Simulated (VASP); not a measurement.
Crystal: SiO2.

```
Si O
1.0
     5.23827    0.00000    0.00000
     0.00000    7.44058    0.00000
     0.00000    0.00000    8.12286
Si O
6 12
Direct
  0.25000 0.21135 0.10526
  0.75000 0.78865 0.89474
  0.75000 0.21135 0.89474
  0.25000 0.78865 0.10526
  0.25000 0.50000 0.38688
  0.75000 0.50000 0.61312
  0.00000 0.26266 0.00000
  0.50000 0.73734 0.00000
  0.00000 0.73734 0.00000
  0.50000 0.26266 0.00000
  0.25000 0.00000 0.14828
  0.75000 0.00000 0.85172
  0.25000 0.32188 0.27441
  0.75000 0.67812 0.72559
  0.75000 0.32188 0.72559
  0.25000 0.67812 0.27441
  0.50000 0.50000 0.50000
  0.00000 0.50000 0.50000
```

Base run:

```yaml
Program: VASP 6.6.1
Functional: PBE
Potentials_or_basis: VASP PAW PBE potentials, release 64 (Si, O)
Cutoff: 520 eV
k_mesh: 4 × 3 × 3
Occupations: fermi-dirac, width 0.02 eV
Spin: no spin polarisation
```

Its results: band gap on the k mesh 5.51 eV; pressure 3.7 GPa; largest force 0.274 eV/Å.

Task: The run is repeated on the same cell with these changes: functional from PBE to r2SCAN. What comes out?

Result: Band gap on the k mesh 6.17 eV; pressure 0.2 GPa; largest force 0.017 eV/Å.

Caveats: the cell stands under pressure (at least some runs); the PAW data sets were made with another functional, which shifts forces and pressure a little (at least some runs).

A k mesh can miss the band edges.
